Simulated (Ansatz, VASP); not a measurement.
**HfN in VASP and in Ansatz**

File INCAR:

```
SYSTEM = HfN
PREC = Accurate
ENCUT = 520
EDIFF = 1E-7
ISMEAR = 0
SIGMA = 0.15
LREAL = .FALSE.
LASPH = .TRUE.
NELM = 80
ALGO = Normal
ISIF = 2
LWAVE = .FALSE.
LCHARG = .FALSE.
GGA = PE
NBANDS = 14
```

Contents of KPOINTS:

```
regular mesh
0
G
  18 18 18
  0 0 0
```

File POSCAR:

```
HfN
1.0
    0.0000000000      2.1573450000      2.2590000000
    2.1573450000      0.0000000000      2.2590000000
    2.1573450000      2.1573450000      0.0000000000
Hf N
1 1
Direct
    0.0000000000      0.0000000000      0.0000000000
    0.5000000000      0.5000000000      0.5000000000
```

Input for Ansatz:

```yaml
crystal:
  lattice:
    - [0.0, 2.157345, 2.259]
    - [2.157345, 0.0, 2.259]
    - [2.157345, 2.157345, 0.0]
  atoms:
    - { symbol: Hf, position: [0.0, 0.0, 0.0] }
    - { symbol: "N", position: [0.5, 0.5, 0.5] }
basis:
  ecutwfc: 420
kpoints:
  mp_grid: { grid: [18, 18, 18] }
hamiltonian:
  xc: pbe
scf:
  occupations: { method: gaussian, width: 0.15 }
output:
  forces: true
  stress: true
  eigenvalues: true
  write_density: true
  write_potential: true
  elf: true
  volumetric_format: npy
```

Change from the starting cell: strain -0.0450 x Voigt [1, 1, 0, 0, 0, 0], atoms carried along.

Alike in both runs: task single point; functional PBE; k mesh 18 × 18 × 18; occupations gaussian, width 0.15 eV; no spin polarisation.

|  | VASP | Ansatz |
| --- | --- | --- |
| version | VASP 6.6.1 | Ansatz 0.2.0 |
| potentials or method | VASP PAW PBE potentials, release 64 (Hf_pv, N), cutoff 520 eV | scalar-relativistic, plane waves, PAW |
| valence electrons in the cell | 15 | 31 |

VASP gave:

- gap on the k mesh at the Fermi level (eV): none
- pressure (GPa): 36.5
- traceless stress, the component that is largest in VASP (GPa): -22.04

Estimate Ansatz's values.

gap on the k mesh at the Fermi level (eV): none; pressure (GPa): 39.0; traceless stress, the component that is largest in VASP (GPa): -22.09.

A gap of «none» marks a metal or a gap that the smearing closes. Both programs put the cell under a high pressure, so it lies far from rest at this level. The functional is the same, so the differences come from potentials, cutoffs and numerics. VASP's potentials hold 15 valence electrons a cell and Ansatz's 31, so a difference there can come from the potentials and not from the codes.

Neither program's run includes spin-orbit coupling.
